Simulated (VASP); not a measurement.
# SiC (P6_3mc) in VASP: single point with PBE

Aim: the single point of SiC with PBE.

Everything below comes from runs of VASP 6.6.1. Logs are shortened: lines on timing, memory, paths and dates and some standing lists are left out, and cuts for length are marked.

### 1 The cell of the first run

Symmetry: P6_3mc, No. 186, hexagonal system. The conventional cell has a = 3.095 Å, b = 3.095 Å, c = 15.187 Å, α = 90.00°, β = 90.00°, γ = 120.00°. Within 2.5 Å of Si (site symmetry 3m) lie 4 C at 1.89 to 1.90 Å. Within 2.5 Å of Si (site symmetry 3m) lie 4 C at 1.89 to 1.90 Å. Within 2.5 Å of Si (site symmetry 3m) lie 4 C at 1.90 Å. C (site symmetry 3m) has 4 Si at 1.89 to 1.90 Å within 2.5 Å. Within 2.5 Å of C (site symmetry 3m) lie 4 Si at 1.89 to 1.90 Å. Within 2.5 Å of C (site symmetry 3m) lie 4 Si at 1.90 Å.

### 2 Single point, PBE

File INCAR:

```
SYSTEM = SiC
PREC = Accurate
ENCUT = 520
EDIFF = 1E-6
ISMEAR = 0
SIGMA = 0.02
LREAL = .FALSE.
LASPH = .TRUE.
NELM = 100
ALGO = Normal
ISIF = 2
LWAVE = .FALSE.
LCHARG = .TRUE.
GGA = PE
LELF = .TRUE.
LVHAR = .TRUE.
NBANDS = 36
```

File KPOINTS:

```
Automatic mesh
0
G
  12 12 2
  0 0 0
```

File POSCAR:

```
SiC
1.0
    3.0950015870      0.0000000029      0.0000000000
   -1.5475007960      2.6803499977      0.0000000000
    0.0000000000      0.0000000000     15.1865709630
Si C
6 6
Direct
    0.3333333333      0.6666666667      0.8329927010
    0.6666666667      0.3333333333      0.3329927010
    0.6666666667      0.3333333333      0.6665012399
    0.3333333333      0.6666666667      0.1665012399
    0.0000000000      0.0000000000      0.4997230254
    0.0000000000      0.0000000000      0.9997230254
    0.0000000000      0.0000000000      0.8743713553
    0.0000000000      0.0000000000      0.3743713553
    0.3333333333      0.6666666667      0.7079991939
    0.6666666667      0.3333333333      0.2079991939
    0.6666666667      0.3333333333      0.5415134844
    0.3333333333      0.6666666667      0.0415134844
```

Potentials or basis: VASP PAW PBE potentials, release 64 (Si, C).

Started as:

```bash
$ cat potpaw_PBE.64/Si/POTCAR potpaw_PBE.64/C/POTCAR > POTCAR
$ mpirun -np 1 vasp_std > vasp.out
```

OUTCAR:

```text
SYSTEM = SiC
   PREC = Accurate
   ENCUT = 520
   EDIFF = 1E-6
   ISMEAR = 0
   LREAL = .FALSE.
   LASPH = .TRUE.
   NELM = 100
   ISIF = 2
   GGA = PE

 ion  position               nearest neighbor table
   1  0.333  0.667  0.833-   7 1.89   7 1.89   7 1.89   9 1.90   3 3.10   3 3.10   3 3.10   6 3.10
                             6 3.10   6 3.10
   2  0.667  0.333  0.333-   8 1.89   8 1.89   8 1.89  10 1.90   4 3.10   4 3.10   4 3.10   5 3.10
                             5 3.10   5 3.10
   3  0.667  0.333  0.667-   9 1.89   9 1.89   9 1.89  11 1.90   1 3.10   1 3.10   1 3.10   5 3.10
                             5 3.10   5 3.10
   4  0.333  0.667  0.167-  10 1.89  10 1.89  10 1.89  12 1.90   2 3.10   2 3.10   2 3.10   6 3.10
                             6 3.10   6 3.10
   5  0.000  0.000  0.500-  11 1.90  11 1.90  11 1.90   8 1.90   2 3.10   2 3.10   2 3.10   3 3.10
                             3 3.10   3 3.10
   6  0.000  0.000  1.000-  12 1.90  12 1.90  12 1.90   7 1.90   1 3.10   1 3.10   1 3.10   4 3.10
                             4 3.10   4 3.10
   7  0.000  0.000  0.874-   1 1.89   1 1.89   1 1.89   6 1.90
   8  0.000  0.000  0.374-   2 1.89   2 1.89   2 1.89   5 1.90
   9  0.333  0.667  0.708-   3 1.89   3 1.89   3 1.89   1 1.90
  10  0.667  0.333  0.208-   4 1.89   4 1.89   4 1.89   2 1.90
  11  0.667  0.333  0.542-   5 1.90   5 1.90   5 1.90   3 1.90
  12  0.333  0.667  0.042-   6 1.90   6 1.90   6 1.90   4 1.90

  LATTYP: Found a hexagonal cell.
 ALAT       =     3.0950015870
 C/A-ratio  =     4.9068055496

  Lattice vectors:

 A1 = (   3.0950015870,   0.0000000029,   0.0000000000)
 A2 = (  -1.5475007960,   2.6803499977,   0.0000000000)
 A3 = (   0.0000000000,   0.0000000000,  15.1865709630)

Analysis of symmetry for initial positions (statically):
=====================================================================
 Subroutine PRICEL returns:
 Original cell was already a primitive cell.

 Routine SETGRP: Setting up the symmetry group for a
 hexagonal supercell.

 Subroutine GETGRP returns: Found 12 space group operations
 (whereof  6 operations were pure point group operations)
 out of a pool of 24 trial point group operations.

The static configuration has the point symmetry C_3v.
 The point group associated with its full space group is C_6v.

Analysis of symmetry for dynamics (positions and initial velocities):
=====================================================================
 Subroutine PRICEL returns:
 Original cell was already a primitive cell.

 Routine SETGRP: Setting up the symmetry group for a
 hexagonal supercell.

 Subroutine GETGRP returns: Found 12 space group operations
 (whereof  6 operations were pure point group operations)
 out of a pool of 24 trial point group operations.

The dynamic configuration has the point symmetry C_3v.
 The point group associated with its full space group is C_6v.

 Subroutine INISYM returns: Found 12 space group operations
 (whereof  6 operations are pure point group operations),
 and found     1 'primitive' translations

----------------------------------------------------------------------------------------

                                     Primitive cell

  volume of cell :     125.9830

  direct lattice vectors                    reciprocal lattice vectors
     3.095001587  0.000000003  0.000000000     0.323101611  0.186542803  0.000000000
    -1.547500796  2.680349998  0.000000000    -0.000000000  0.373085605  0.000000000
     0.000000000  0.000000000 15.186570963     0.000000000  0.000000000  0.065847649

  length of vectors
     3.095001587  3.095001587 15.186570963     0.373085605  0.373085605  0.065847649

  position of ions in fractional coordinates (direct lattice)
     0.333333333  0.666666667  0.832992701
     0.666666667  0.333333333  0.332992701
     0.666666667  0.333333333  0.666501240
     0.333333333  0.666666667  0.166501240
     0.000000000  0.000000000  0.499723025
     0.000000000  0.000000000  0.999723025
     0.000000000  0.000000000  0.874371355
     0.000000000  0.000000000  0.374371355
     0.333333333  0.666666667  0.707999194
     0.666666667  0.333333333  0.207999194
     0.666666667  0.333333333  0.541513484
     0.333333333  0.666666667  0.041513484

  ion indices of the primitive-cell ions
   primitive index   ion index
                 1           1
                 2           2
                 3           3
                 4           4
                 5           5
                 6           6
                 7           7
                 8           8
                 9           9
                10          10
                11          11
                12          12

----------------------------------------------------------------------------------------

 KPOINTS: Automatic mesh

Automatic generation of k-mesh.
 Grid dimensions read from file:
 generate k-points for:   12   12    2

 Generating k-lattice:

  Cartesian coordinates                     Fractional coordinates (reciprocal lattice)
     0.026925134  0.015545234  0.000000000     0.083333333  0.000000000  0.000000000
    -0.000000000  0.031090467  0.000000000     0.000000000  0.083333333  0.000000000
     0.000000000  0.000000000  0.032923825     0.000000000  0.000000000  0.500000000

  Length of vectors
     0.031090467  0.031090467  0.032923825

  Shift w.r.t. Gamma in fractional coordinates (k-lattice)
     0.000000000  0.000000000  0.000000000

 Subroutine IBZKPT returns following result:
 ===========================================

 Found     38 irreducible k-points:

 Following reciprocal coordinates:
            Coordinates               Weight
  0.000000  0.000000  0.000000      1.000000
  0.083333 -0.000000  0.000000      6.000000
  0.166667 -0.000000  0.000000      6.000000
  0.250000 -0.000000  0.000000      6.000000
  0.333333 -0.000000  0.000000      6.000000
  0.416667 -0.000000  0.000000      6.000000
[... 16 lines left out ...]
  0.250000 -0.000000  0.500000      6.000000
  0.333333 -0.000000  0.500000      6.000000
 [... further k-points ...]
   k-points           NKPTS =     38   k-points in BZ     NKDIM =     38   number of bands    NBANDS=     36
   number of dos      NEDOS =    301   number of ions     NIONS =     12
   total plane-waves  NPLWV =  69120
   dimension x,y,z NGX =    24 NGY =   24 NGZ =  120
   dimension x,y,z NGXF=    48 NGYF=   48 NGZF=  240
   ions per type =               6   6
   NGX,Y,Z   is equivalent  to a cutoff of  12.89, 12.89, 13.14 a.u.
   NGXF,Y,Z  is equivalent  to a cutoff of  25.78, 25.78, 26.27 a.u.
 SYSTEM =  SiC
   PREC   = accura    normal or accurate (medium, high low for compatibility)
   ISTART =      0    job   : 0-new  1-cont  2-samecut
   ICHARG =      2    charge: 1-file 2-atom 10-const
   ISPIN  =      1    spin polarized calculation?
   LNONCOLLINEAR =      F non collinear calculations
   LSORBIT =      F    spin-orbit coupling
   LASPH  =      T    aspherical Exc in radial PAW
   ENCUT  =  520.0 eV  38.22 Ry    6.18 a.u.   5.75  5.75 28.24*2*pi/ulx,y,z
   NELM   =    100;   NELMIN=  2; NELMDL= -5     # of ELM steps
   EDIFF  = 0.1E-05   stopping-criterion for ELM
   LREAL  =      F    real-space projection
   EDIFFG = 0.1E-04   stopping-criterion for IOM
   NSW    =      0    number of steps for IOM
   IBRION =     -1    ionic relax: 0-MD 1-quasi-New 2-CG
   NFREE  =      0    steps in history (QN), initial steepest desc. (CG)
   ISIF   =      2    stress and relaxation
   ISYM   =      2    0-nonsym 1-usesym 2-fastsym
   POTIM  = 0.5000    time-step for ionic-motion
   TEBEG  =    0.0;   TEEND  =   0.0 temperature during run
   PSTRESS=    0.0 pullay stress
   NELECT =      48.0000    total number of electrons
   NUPDOWN=      -1.0000    fix difference up-down
   EMIN   =  10.00;   EMAX   =-10.00  energy-range for DOS
   EFERMI =   0.00;   METHOD = LEGACY
   ISMEAR =     0;   SIGMA  =   0.02  broadening in eV -4-tet -1-fermi 0-gaus
   EFERMI_NEDOS =   21; number of points for ismear=-14 and -15
   IALGO  =     38    algorithm
   IMIX   =      4    mixing-type and parameters
     AMIX     =   0.40;   BMIX     =  1.00
     AMIX_MAG =   1.60;   BMIX_MAG =  1.00
  volume/ion in A,a.u.               =      10.50        70.85
  Fermi-wavevector in a.u.,A,eV,Ry     =   1.186819  2.242763 19.164346  1.408540
  Thomas-Fermi vector in A             =   2.322984
   LORBIT       =      0    0 simple, 1 ext, 2 COOP (PROOUT), +10 PAW based schemes
   GGA     = PE    functional components
   LHFCALC =     F    Hartree Fock is set to
   AEXX    =    0.0000 exact exchange contribution
   IVDW    =     0    specifies the selected vdW correction
   LEPSILON=     F    determine dielectric tensor
   LRPA    =     F    only Hartree local field effects (RPA)
 non-spin polarized calculation
 Gauss-broadening in eV      SIGMA  =   0.02
  energy-cutoff  :      520.00
  volume of cell :      125.98
 maximum number of plane-waves:      3444
 NGX is ok and might be reduce to    24
   NGX = 11   NGY = 11   NGZ = 57

 number of electron      48.0000002 magnetization

 Free energy of the ion-electron system (eV)
  ---------------------------------------------------
  ext. energy  EPLUGINS =         0.00000000
  ---------------------------------------------------
  free energy    TOTEN  =       -90.37376100 eV

  energy without entropy =      -90.37376100  energy(sigma->0) =      -90.37376100

 E-fermi :   8.1445     XC(G=0): -11.2906

 val. band max:        7.9886843436   @ k =   0.0000   0.0000   0.0000
 cond. band min:      10.0179266614   @ k =   0.5000  -0.0000   0.0000
 fundamental gap:      2.0292423179
 Fermi energy:         8.1445406672

 k-point     1 :       0.0000    0.0000    0.0000
  band No.  band energies     occupation
      1      -7.3523      2.00000
      2      -6.8369      2.00000
      3      -6.8019      2.00000
      4      -5.3269      2.00000
      5      -5.2985      2.00000
      6      -3.8404      2.00000
[... 28 lines left out ...]
     35      15.2499      0.00000
     36      15.3624      0.00000

 k-point     2 :       0.0833   -0.0000    0.0000
  band No.  band energies     occupation
      1      -7.2331      2.00000
      2      -6.7194      2.00000
      3      -6.6841      2.00000
      4      -5.2153      2.00000
      5      -5.1867      2.00000
      6      -3.7400      2.00000
[... 28 lines left out ...]
     35      15.2408      0.00000
     36      15.2790      0.00000

 k-point     3 :       0.1667   -0.0000    0.0000
  band No.  band energies     occupation
      1      -6.8784      2.00000
      2      -6.3705      2.00000
      3      -6.3338      2.00000
      4      -4.8859      2.00000
      5      -4.8567      2.00000
      6      -3.4482      2.00000
[... 28 lines left out ...]
     35      15.5182      0.00000
     36      15.8555      0.00000
[... 742 lines left out ...]
 k-point    23 :       0.2500   -0.0000    0.5000
  band No.  band energies     occupation
      1      -6.1687      2.00000
      2      -6.1687      2.00000
      3      -5.1596      2.00000
      4      -5.1596      2.00000
      5      -3.4720      2.00000
      6      -3.4720      2.00000
[... 28 lines left out ...]
     35      15.9366      0.00000
     36      15.9367      0.00000

 k-point    24 :       0.3333   -0.0000    0.5000
  band No.  band energies     occupation
      1      -5.3944      2.00000
      2      -5.3944      2.00000
      3      -4.4352      2.00000
      4      -4.4352      2.00000
      5      -2.9088      2.00000
      6      -2.9088      2.00000
[... 28 lines left out ...]
     35      15.8187      0.00000
     36      15.8189      0.00000

 [... further k-points ...]

------------------------ aborting loop because EDIFF is reached ----------------------------------------

  FORCE on cell =-STRESS in cart. coord.  units (eV):
  Direction    XX          YY          ZZ          XY          YZ          ZX
  --------------------------------------------------------------------------------------
  -------------------------------------------------------------------------------------
  Total       -0.0401360     -0.0401360     -0.0364875     -0.0000000      0.0000000      0.0000000
  in kB       -0.5104254     -0.5104254     -0.4640261     -0.0000000      0.0000000      0.0000000
  external PRESSURE =      -0.4949589 kB  Pullay stress =       0.0000000 kB

 VOLUME and BASIS-vectors are now :
 -----------------------------------------------------------------------------
  energy-cutoff  :      520.00
  volume of cell :      125.98
      direct lattice vectors                 reciprocal lattice vectors
     3.095001587  0.000000003  0.000000000     0.323101611  0.186542803  0.000000000
    -1.547500796  2.680349998  0.000000000    -0.000000000  0.373085605  0.000000000
     0.000000000  0.000000000 15.186570963     0.000000000  0.000000000  0.065847649

 POSITION                                       TOTAL-FORCE (eV/Angst)
 -----------------------------------------------------------------------------------
     -0.00000      1.78690     12.65030        -0.000000     -0.000000     -0.000871
      1.54750      0.89345      5.05702         0.000000      0.000000     -0.000871
      1.54750      0.89345     10.12187        -0.000000      0.000000     -0.000474
     -0.00000      1.78690      2.52858         0.000000     -0.000000     -0.000474
      0.00000      0.00000      7.58908         0.000000     -0.000000      0.001459
      0.00000      0.00000     15.18236        -0.000000      0.000000      0.001459
      0.00000      0.00000     13.27870         0.000000      0.000000     -0.000245
      0.00000      0.00000      5.68542         0.000000      0.000000     -0.000245
     -0.00000      1.78690     10.75208        -0.000000      0.000000     -0.000112
      1.54750      0.89345      3.15879         0.000000     -0.000000     -0.000112
      1.54750      0.89345      8.22373         0.000000     -0.000000      0.000243
     -0.00000      1.78690      0.63045         0.000000      0.000000      0.000243
 -----------------------------------------------------------------------------------
    total drift:                                0.000000      0.000000     -0.000675

  FREE ENERGIE OF THE ION-ELECTRON SYSTEM (eV)
  ---------------------------------------------------
  free  energy   TOTEN  =       -90.3737609992 eV

  energy  without entropy=      -90.3737609992  energy(sigma->0) =      -90.37376100
```

It took 2.4 min on 1 thread of Intel Xeon 6975P-C, shared host; peak memory 0.31 GiB.

Results:

- Free energy: -90.3738 eV
- Pressure: 0.0 GPa
- Band gap on the k mesh: 2.03 eV, indirect (least direct gap 3.12 eV)

Levels at points of the mesh, in eV from the valence-band top:
```tsv
k point	band 20	band 21	band 22	band 23	band 24	band 25	band 26	band 27	band 28	band 29
(0.00, 0.00, 0.00)	-0.30	-0.30	-0.04	0.00	0.00	5.05	5.22	5.63	6.14	6.14
(0.50, 0.00, 0.00)	-2.24	-1.80	-1.77	-1.65	-1.10	2.03	2.21	3.19	3.87	4.55
(0.00, 0.00, 0.50)	-0.63	-0.10	-0.10	-0.10	-0.10	5.12	5.12	5.86	5.86	6.50
(0.50, 0.00, 0.50)	-2.33	-1.70	-1.70	-1.30	-1.30	2.07	2.07	3.41	3.41	4.75
```
